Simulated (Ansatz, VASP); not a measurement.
CsGe2: VASP beside Ansatz

```xyz
6
Lattice="7.4242 0.0000 0.0000 0.0000 7.4242 0.0000 0.0000 0.0000 7.4242" Properties=species:S:1:pos:R:3 pbc="T T T"
Cs    0.0000    0.0000    0.0000
Cs    3.7121    3.7121    3.7121
Ge    1.8560    1.8560    1.8560
Ge    1.8560    5.5681    5.5681
Ge    5.5681    5.5681    1.8560
Ge    5.5681    1.8560    5.5681
```

Alike in both runs: functional PBE; k mesh 6 × 6 × 6; occupations gaussian, width 0.1 eV; no spin polarisation.

Ansatz relaxed the structure, and its values are those at the end. VASP's run is a single point on that final structure, the one shown.

```csv
,VASP,Ansatz
version,VASP 6.6.1,Ansatz 0.2.0
potentials or method,"VASP PAW PBE potentials, release 64 (Cs_sv, Ge_d), cutoff 520 eV","scalar-relativistic, plane waves, PAW"
valence electrons in the cell,74,74
```

```csv
,VASP,Ansatz,Ansatz less VASP
gap on the k mesh at the Fermi level (eV),none,none,-
pressure (GPa),0.0,0.0,-0.03
```

A gap of «none» marks a metal or a gap that the smearing closes. The functional is the same, so the differences come from potentials, cutoffs and numerics.

Neither program's run includes spin-orbit coupling.
